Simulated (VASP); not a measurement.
# Cs (Im-3m) in VASP: single point with PBE

Aim: the single point of Cs with PBE.

Program: VASP 6.6.1. These are calculated values, not measurements. Logs are shortened: lines on timing, memory, paths and dates and some standing lists are left out, and cuts for length are marked.

**1. The cell of the first run**

The structure is cubic, space group Im-3m (No. 229). Conventional cell: a = 6.045 Å, b = 6.045 Å, c = 6.045 Å, α = 90.00°, β = 90.00°, γ = 90.00°.

**2. Single point, PBE, non-collinear spin, zero start, spin-orbit coupling**

Input file INCAR:

```
SYSTEM = Cs
  ALGO = Normal
  EDIFF = 1E-7
  ENCUT = 520
  GGA = PE
  GGA_COMPAT = .False.
  ISIF = 2
  ISMEAR = -1
  LASPH = .True.
  LCHARG = .False.
  LORBIT = 11
  LORBMOM = .True.
  LREAL = .False.
  LSORBIT = .True.
  LWAVE = .False.
  MAGMOM = 0 0 0
  NBANDS = 20
  NELM = 150
  PREC = Accurate
  SIGMA = 0.05
```

Input file KPOINTS:

```
k-points
0
Gamma
  9 9 9
  0 0 0
```

Input file POSCAR:

```
Cs
1.0
   -3.0225000000      3.0225000000      3.0225000000
    3.0225000000     -3.0225000000      3.0225000000
    3.0225000000      3.0225000000     -3.0225000000
Cs
1
Direct
    0.0000000000      0.0000000000      0.0000000000
```

Potentials or basis: VASP PAW PBE potentials, release 64 (Cs_sv).

On the command line:

```bash
$ cat potpaw_PBE.64/Cs_sv/POTCAR > POTCAR
$ mpirun -np 1 vasp_ncl > vasp.out
```

OUTCAR:

```text
SYSTEM = Cs
   EDIFF = 1E-7
   ENCUT = 520
   GGA = PE
   ISIF = 2
   ISMEAR = -1
   LASPH = .True.
   LORBIT = 11
   LREAL = .False.
   LSORBIT = .True.
   NELM = 150
   PREC = Accurate

 ion  position               nearest neighbor table
   1  0.000  0.000  0.000-

  LATTYP: Found a body centered cubic cell.
 ALAT       =     6.0450000000

  Lattice vectors:

 A1 = (  -3.0225000000,   3.0225000000,   3.0225000000)
 A2 = (   3.0225000000,  -3.0225000000,   3.0225000000)
 A3 = (   3.0225000000,   3.0225000000,  -3.0225000000)

Analysis of symmetry for initial positions (statically):
=====================================================================
 Subroutine PRICEL returns:
 Original cell was already a primitive cell.

 Routine SETGRP: Setting up the symmetry group for a
 body centered cubic supercell.

 Subroutine GETGRP returns: Found 48 space group operations
 (whereof 48 operations were pure point group operations)
 out of a pool of 48 trial point group operations.

The static configuration has the point symmetry O_h .

Analysis of symmetry for dynamics (positions and initial velocities):
=====================================================================
 Subroutine PRICEL returns:
 Original cell was already a primitive cell.

 Routine SETGRP: Setting up the symmetry group for a
 body centered cubic supercell.

 Subroutine GETGRP returns: Found 48 space group operations
 (whereof 48 operations were pure point group operations)
 out of a pool of 48 trial point group operations.

The dynamic configuration has the point symmetry O_h .

Analysis of structural, dynamic, and magnetic symmetry:
=====================================================================
 Subroutine PRICEL returns:
 Original cell was already a primitive cell.

 Routine SETGRP: Setting up the symmetry group for a
 body centered cubic supercell.

 Subroutine GETGRP returns: Found 48 space group operations
 (whereof 48 operations were pure point group operations)
 out of a pool of 48 trial point group operations.

The overall configuration has the point symmetry O_h .

 Subroutine INISYM returns: Found 48 space group operations
 (whereof 48 operations are pure point group operations),
 and found     1 'primitive' translations

----------------------------------------------------------------------------------------

                                     Primitive cell

  volume of cell :     110.4483

  direct lattice vectors                    reciprocal lattice vectors
    -3.022500000  3.022500000  3.022500000     0.000000000  0.165425972  0.165425972
     3.022500000 -3.022500000  3.022500000     0.165425972  0.000000000  0.165425972
     3.022500000  3.022500000 -3.022500000     0.165425972  0.165425972  0.000000000

  length of vectors
     5.235123566  5.235123566  5.235123566     0.233947653  0.233947653  0.233947653

  position of ions in fractional coordinates (direct lattice)
     0.000000000  0.000000000  0.000000000

  ion indices of the primitive-cell ions
   primitive index   ion index
                 1           1

----------------------------------------------------------------------------------------

 KPOINTS: k-points

Automatic generation of k-mesh.
 Grid dimensions read from file:
 generate k-points for:    9    9    9

 Generating k-lattice:

  Cartesian coordinates                     Fractional coordinates (reciprocal lattice)
     0.000000000  0.018380664  0.018380664     0.111111111  0.000000000  0.000000000
     0.018380664  0.000000000  0.018380664     0.000000000  0.111111111  0.000000000
     0.018380664  0.018380664  0.000000000     0.000000000  0.000000000  0.111111111

  Length of vectors
     0.025994184  0.025994184  0.025994184

  Shift w.r.t. Gamma in fractional coordinates (k-lattice)
     0.000000000  0.000000000  0.000000000

 Subroutine IBZKPT returns following result:
 ===========================================

 Found     35 irreducible k-points:

 Following reciprocal coordinates:
            Coordinates               Weight
  0.000000  0.000000  0.000000      1.000000
  0.111111  0.000000  0.000000     12.000000
  0.222222  0.000000  0.000000     12.000000
  0.333333  0.000000  0.000000     12.000000
  0.444444  0.000000  0.000000     12.000000
  0.111111  0.111111  0.000000     24.000000
[... 16 lines left out ...]
 -0.333333  0.444444  0.111111     48.000000
 -0.444444 -0.444444  0.111111     24.000000
 [... further k-points ...]
   k-points           NKPTS =     35   k-points in BZ     NKDIM =     35   number of bands    NBANDS=     20
   number of dos      NEDOS =    301   number of ions     NIONS =      1
   total plane-waves  NPLWV =  64000
   dimension x,y,z NGX =    40 NGY =   40 NGZ =   40
   dimension x,y,z NGXF=    80 NGYF=   80 NGZF=   80
   ions per type =               1
   NGX,Y,Z   is equivalent  to a cutoff of  12.70, 12.70, 12.70 a.u.
   NGXF,Y,Z  is equivalent  to a cutoff of  25.40, 25.40, 25.40 a.u.
 SYSTEM =  Cs
   PREC   = accura    normal or accurate (medium, high low for compatibility)
   ISTART =      0    job   : 0-new  1-cont  2-samecut
   ICHARG =      2    charge: 1-file 2-atom 10-const
   ISPIN  =      1    spin polarized calculation?
   LNONCOLLINEAR =      T non collinear calculations
   LSORBIT =      T    spin-orbit coupling
   LASPH  =      T    aspherical Exc in radial PAW
   ENCUT  =  520.0 eV  38.22 Ry    6.18 a.u.   9.73  9.73  9.73*2*pi/ulx,y,z
   NELM   =    150;   NELMIN=  2; NELMDL= -5     # of ELM steps
   EDIFF  = 0.1E-06   stopping-criterion for ELM
   LREAL  =      F    real-space projection
   EDIFFG = 0.1E-05   stopping-criterion for IOM
   NSW    =      0    number of steps for IOM
   IBRION =     -1    ionic relax: 0-MD 1-quasi-New 2-CG
   NFREE  =      0    steps in history (QN), initial steepest desc. (CG)
   ISIF   =      2    stress and relaxation
   ISYM   =      2    0-nonsym 1-usesym 2-fastsym
   POTIM  = 0.5000    time-step for ionic-motion
   TEBEG  =    0.0;   TEEND  =   0.0 temperature during run
   PSTRESS=    0.0 pullay stress
   NELECT =       9.0000    total number of electrons
   NUPDOWN=      -1.0000    fix difference up-down
   EMIN   =  10.00;   EMAX   =-10.00  energy-range for DOS
   EFERMI =   0.00;   METHOD = LEGACY
   ISMEAR =    -1;   SIGMA  =   0.05  broadening in eV -4-tet -1-fermi 0-gaus
   EFERMI_NEDOS =   21; number of points for ismear=-14 and -15
   IALGO  =     38    algorithm
   IMIX   =      4    mixing-type and parameters
     AMIX     =   0.40;   BMIX     =  1.00
     AMIX_MAG =   1.60;   BMIX_MAG =  1.00
  volume/ion in A,a.u.               =     110.45       745.34
  Fermi-wavevector in a.u.,A,eV,Ry     =   0.709746  1.341225  6.853782  0.503739
  Thomas-Fermi vector in A             =   1.796409
   LORBIT       =     11    0 simple, 1 ext, 2 COOP (PROOUT), +10 PAW based schemes
   GGA     = PE    functional components
   LHFCALC =     F    Hartree Fock is set to
   AEXX    =    0.0000 exact exchange contribution
   IVDW    =     0    specifies the selected vdW correction
   LEPSILON=     F    determine dielectric tensor
   LRPA    =     F    only Hartree local field effects (RPA)
  energy-cutoff  :      520.00
  volume of cell :      110.45
 maximum number of plane-waves:      6086
   NGX = 19   NGY = 19   NGZ = 19

 number of electron       9.0000000 magnetization       0.0000000      0.0000000      0.0000000

 number of electron       8.9999998 magnetization      -0.0000000      0.0000000     -0.0000000

 number of electron       8.9999998 magnetization       0.0000000     -0.0000000      0.0000000

 Free energy of the ion-electron system (eV)
  ---------------------------------------------------
  ext. energy  EPLUGINS =         0.00000000
  ---------------------------------------------------
  free energy    TOTEN  =        -1.01800778 eV

  energy without entropy =       -1.00821715  energy(sigma->0) =       -1.01311246

 E-fermi :   0.5570     XC(G=0):  -5.5112

 val. band max:        0.5507350651   @ k =  -0.3333   0.4444   0.1111
 cond. band min:       0.6055084097   @ k =  -0.4444   0.4444   0.1111
 fundamental gap:      0.0547733446
 Fermi energy:         0.5570402750

 k-point     1 :       0.0000    0.0000    0.0000
  band No.  band energies     occupation
      1     -23.2815      1.00000
      2     -23.2815      1.00000
      3     -11.0980      1.00000
      4     -11.0980      1.00000
      5      -9.5191      1.00000
      6      -9.5191      1.00000
[... 12 lines left out ...]
     19       3.9591      0.00000
     20       3.9591      0.00000

 k-point     2 :       0.1111    0.0000    0.0000
  band No.  band energies     occupation
      1     -23.2805      1.00000
      2     -23.2805      1.00000
      3     -11.1043      1.00000
      4     -11.1043      1.00000
      5      -9.5352      1.00000
      6      -9.5352      1.00000
[... 12 lines left out ...]
     19       3.9353      0.00000
     20       3.9353      0.00000

 k-point     3 :       0.2222    0.0000    0.0000
  band No.  band energies     occupation
      1     -23.2781      1.00000
      2     -23.2781      1.00000
      3     -11.1205      1.00000
      4     -11.1205      1.00000
      5      -9.5751      1.00000
      6      -9.5751      1.00000
[... 12 lines left out ...]
     19       3.9409      0.00000
     20       3.9409      0.00000

 k-point     4 :       0.3333    0.0000    0.0000
  band No.  band energies     occupation
      1     -23.2754      1.00000
      2     -23.2754      1.00000
      3     -11.1391      1.00000
      4     -11.1391      1.00000
      5      -9.6187      1.00000
      6      -9.6187      1.00000
[... 429 lines left out ...]
 k-point    23 :      -0.3333    0.4444    0.1111
  band No.  band energies     occupation
      1     -23.2726      1.00000
      2     -23.2726      1.00000
      3     -11.1549      1.00000
      4     -11.1549      1.00000
      5      -9.6373      1.00000
      6      -9.6373      1.00000
[... 12 lines left out ...]
     19       4.7312      0.00000
     20       4.7312      0.00000

 k-point    24 :      -0.4444   -0.4444    0.1111
  band No.  band energies     occupation
      1     -23.2718      1.00000
      2     -23.2718      1.00000
      3     -11.1603      1.00000
      4     -11.1603      1.00000
      5      -9.6487      1.00000
      6      -9.6487      1.00000
[... 12 lines left out ...]
     19       5.0218      0.00000
     20       5.0218      0.00000

 [... further k-points ...]

------------------------ aborting loop because EDIFF is reached ----------------------------------------

  FORCE on cell =-STRESS in cart. coord.  units (eV):
  Direction    XX          YY          ZZ          XY          YZ          ZX
  --------------------------------------------------------------------------------------
  -------------------------------------------------------------------------------------
  Total        0.0752626      0.0752626      0.0752626      0.0000000     -0.0000000      0.0000000
  in kB        1.0917693      1.0917693      1.0917693      0.0000000     -0.0000000      0.0000000
  external PRESSURE =       1.0917693 kB  Pullay stress =       0.0000000 kB

 VOLUME and BASIS-vectors are now :
 -----------------------------------------------------------------------------
  energy-cutoff  :      520.00
  volume of cell :      110.45
      direct lattice vectors                 reciprocal lattice vectors
    -3.022500000  3.022500000  3.022500000     0.000000000  0.165425972  0.165425972
     3.022500000 -3.022500000  3.022500000     0.165425972  0.000000000  0.165425972
     3.022500000  3.022500000 -3.022500000     0.165425972  0.165425972  0.000000000

 POSITION                                       TOTAL-FORCE (eV/Angst)
 -----------------------------------------------------------------------------------
      0.00000      0.00000      0.00000         0.000000      0.000000      0.000000
 -----------------------------------------------------------------------------------
    total drift:                               -0.000000     -0.000000     -0.000000

  FREE ENERGIE OF THE ION-ELECTRON SYSTEM (eV)
  ---------------------------------------------------
  free  energy   TOTEN  =        -1.0180077765 eV

  energy  without entropy=       -1.0082171488  energy(sigma->0) =       -1.01311246

 orbital moment (x)

 # of ion     p       d       tot
 ----------------------------------------
  1         0.000   0.000   0.000
 ----------------------------------------
            0.000   0.000   0.000

 orbital moment (y)

 # of ion     p       d       tot
 ----------------------------------------
  1         0.000  -0.000  -0.000
 ----------------------------------------
            0.000  -0.000  -0.000

 orbital moment (z)

 # of ion     p       d       tot
 ----------------------------------------
  1         0.000   0.000   0.000
 ----------------------------------------
            0.000   0.000   0.000

 Spin-Orbit-Coupling matrix elements

 Ion:    1  E_soc:     -0.3270634
 l=   1
     0.0000000    -0.0545082    -0.0545082
    -0.0545082     0.0000000    -0.0545082
    -0.0545082    -0.0545082     0.0000000
 l=   2
     0.0000000    -0.0000001     0.0000000    -0.0000001    -0.0000022
    -0.0000001     0.0000000    -0.0000017    -0.0000001    -0.0000006
     0.0000000    -0.0000017     0.0000000    -0.0000017     0.0000000
    -0.0000001    -0.0000001    -0.0000017     0.0000000    -0.0000006
    -0.0000022    -0.0000006     0.0000000    -0.0000006     0.0000000
 l=   3
     0.0000000     0.0000000     0.0000000     0.0000000     0.0000000     0.0000000     0.0000000
     0.0000000     0.0000000     0.0000000     0.0000000     0.0000000     0.0000000     0.0000000
     0.0000000     0.0000000     0.0000000     0.0000000     0.0000000     0.0000000     0.0000000
     0.0000000     0.0000000     0.0000000     0.0000000     0.0000000     0.0000000     0.0000000
     0.0000000     0.0000000     0.0000000     0.0000000     0.0000000     0.0000000     0.0000000
     0.0000000     0.0000000     0.0000000     0.0000000     0.0000000     0.0000000     0.0000000
     0.0000000     0.0000000     0.0000000     0.0000000     0.0000000     0.0000000     0.0000000

 total charge

# of ion       s       p       d       tot
------------------------------------------
    1        1.856   4.678   0.010   6.545

 magnetization (x)

# of ion       s       p       d       tot
------------------------------------------
    1       -0.000   0.000   0.000   0.000

 magnetization (y)

# of ion       s       p       d       tot
------------------------------------------
    1        0.000  -0.000  -0.000   0.000

 magnetization (z)

# of ion       s       p       d       tot
------------------------------------------
    1       -0.000   0.000  -0.000  -0.000
```

Wall time 1.9 min (1 thread of Intel Xeon Platinum 8559C (Emerald Rapids), shared host); peak memory 0.52 GiB.

What came out:

* Free energy: -1.0180 eV
* Pressure: 0.1 GPa
* Net moment: 0.00 μB per cell
* Valence electrons inside the program's atomic spheres: Cs 6.54

Moments on the atoms (μB; x, y, z):
```
Cs  0.00 0.00 0.00
```
